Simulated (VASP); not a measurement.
Cl, 4 atoms in the cell. Symmetry: Cmce, No. 64, orthorhombic system. Conventional cell: a = 7.879 Å, b = 4.296 Å, c = 8.341 Å, α = 90.00°, β = 90.00°, γ = 90.00°. Cl (site symmetry m) has 1 Cl at 2.03 Å within 2.7 Å. 

| Quantity | Value |
| --- | --- |
| Program | VASP 6.6.1 |
| Task | single point |
| Functional | PBE |
| Potentials or basis | VASP PAW PBE potentials, release 64 (Cl) |
| Cutoff | 520 eV |
| k mesh | 5 × 5 × 2 |
| Occupations | fermi-dirac, width 0.05 eV |
| Spin | no spin polarisation |
| Dipole correction | no |
| Further INCAR settings | ALGO = Normal; EDIFF = 1e-06; NBANDS = 22 |

Potentials or basis: VASP PAW PBE potentials, release 64 (Cl).

Run with:

```bash
$ cat potpaw_PBE.64/Cl/POTCAR > POTCAR
$ mpirun -np 1 vasp_std > vasp.out
```

Hardware: 1 thread of Oxide Virtual Turin-like Processor, with other jobs on the host.

Problem. How long does it take, and how much memory?

Solution. Wall time 110 s on 1 thread of Oxide Virtual Turin-like Processor, on a shared host, peak memory 0.23 GiB. Counts: scf iterations 12, k points 18.
